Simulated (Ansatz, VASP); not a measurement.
**Os in VASP and in Ansatz**

The input POSCAR:

```
Os
1.0
    2.7341000000      0.0000000000      0.0000000000
   -1.3670500000      2.3678000565      0.0000000000
    0.0000000000      0.0000000000      4.3197000000
Os
2
Direct
    0.2933333333      0.6466666667      0.2200000000
    0.7066666667      0.3533333333      0.7800000000
```

File INCAR.step1:

```
SYSTEM = Os
PREC = Accurate
ENCUT = 520
ISMEAR = -1
SIGMA = 0.05
LREAL = .False.
LASPH = .True.
NELM = 100
NBANDS = 15
GGA = PE
ALGO = Normal
EDIFF = 1E-4
LWAVE = .True.
LCHARG = .False.
```

INCAR.step2

```
SYSTEM = Os
PREC = Accurate
ENCUT = 520
EDIFF = 1E-8
ISMEAR = -1
SIGMA = 0.05
LREAL = .False.
LASPH = .True.
NELM = 100
ALGO = Normal
ISIF = 2
LWAVE = .False.
LCHARG = .False.
METAGGA = R2SCAN
LMIXTAU = .True.
LEFG = .True.
NBANDS = 15
ISTART = 1
```

KPOINTS

```
regular mesh
0
Gamma
  13 13 7
  0 0 0
```

Input for Ansatz:

```yaml
crystal:
  lattice:
    - [2.7341, 0.0, 0.0]
    - [-1.36705, 2.3678000565, 0.0]
    - [0.0, 0.0, 4.3197]
  atoms:
    - { symbol: Os, position: [0.2933333333, 0.6466666667, 0.22] }
    - { symbol: Os, position: [0.7066666667, 0.3533333333, 0.78] }
kpoints:
  mp_grid: { grid: [13, 13, 7] }
scf:
  occupations: { method: fermi_dirac, width: 0.05 }
hamiltonian:
  xc: r2scan
  pseudopotentials: { kind: paw }
output:
  forces: true
  stress: true
  eigenvalues: true
  efg: { contact_densities: true }
  populations: true
```

Change from the starting cell: shortest bond scaled by 0.88, PAW files.

Alike in both runs: task electric field gradients; functional r2SCAN; k mesh 13 × 13 × 7; occupations fermi-dirac, width 0.05 eV; no spin polarisation.

```csv
,VASP,Ansatz
version,VASP 6.6.1,Ansatz 0.2.0
potentials or method,"VASP PAW PBE potentials, release 64 (Os)","PAW with Ansatz's default frozen-core files, scalar-relativistic"
plane-wave cutoff (eV),520,500
valence electrons in the cell,16,32
```

|  | VASP | Ansatz | Ansatz less VASP |
| --- | --- | --- | --- |
| pressure (GPa) | 21.9 | 20.5 | -1.36 |
| traceless stress, the component that is largest in VASP (GPa) | 19.28 | 19.73 | +0.454 |
| rms of the force components (eV/Å) | 3.263 | 3.281 | +0.0179 |
| size of Vzz on the site where it differs most (V/Å²) | 100.9 | 71.3 | -29.67 |

VASP's potentials were made for PBE, not for r2SCAN. Atom by atom the forces differ by 0.035 eV/Å (rms over components). One of these differences is far larger than is usual between the two programs; its cause wasn't traced. The functional is the same, so the differences come from potentials, cutoffs and numerics. VASP's potentials hold 16 valence electrons a cell and Ansatz's 32, so a difference there can come from the potentials and not from the codes.

Spin-orbit coupling is off throughout.
